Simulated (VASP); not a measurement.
The system is BeTe.

```xyz
2
Lattice="0.0000 2.7230 2.7230 2.7230 0.0000 2.7230 2.7230 2.7230 0.0000" Properties=species:S:1:pos:R:3 pbc="T T T"
Te    4.0846    4.0846    4.0846
Be    0.0000    0.0000    0.0000
```

```yaml
Program: VASP 6.6.1
Task: relaxation of cell and atoms
Functional: rSCAN
Potentials_or_basis: VASP PAW PBE potentials, release 64 (Te, Be)
Cutoff: 650 eV
k_mesh: 9 × 9 × 9
Occupations: gaussian, width 0.03 eV
Spin: no spin polarisation
```

At the start: pressure 8.5 GPa; volume 20.19 Å³/atom.

**Question.** How do energy, volume and symmetry change on relaxing?

**Answer.** Over 8 steps the energy falls by 58.6 meV/atom and the volume is 22.63 Å³/atom (+12.1 %); space group F-43m (No. 216, to 0.1 Å) before and after.

Step by step:
```
step  energy change (eV)  largest force (eV/Å)  pressure (GPa)  volume (Å³)
   1              0.0000                0.0000            8.47        40.38
   2             -0.1058                0.0000           -2.04        46.95
   3             -0.1170                0.0000            0.03        45.22
   4             -0.1170                0.0000           -0.09        45.32
   5             -0.1170                0.0000            0.01        45.24
   6             -0.1172                0.0000            0.02        45.24
   7             -0.1172                0.0000           -0.01        45.26
   8             -0.1172                0.0000            0.00        45.26
```

Final structure:
```
CELL_PARAMETERS angstrom
0.00000 2.82845 2.82845
2.82845 0.00000 2.82845
2.82845 2.82845 0.00000
ATOMIC_POSITIONS crystal
Te 0.75000 0.75000 0.75000
Be 0.00000 0.00000 0.00000
```

Where two steps share one volume, the run began anew on that cell with a basis built for it.

Caveat: the PAW data sets were made with another functional, which shifts forces and pressure a little.
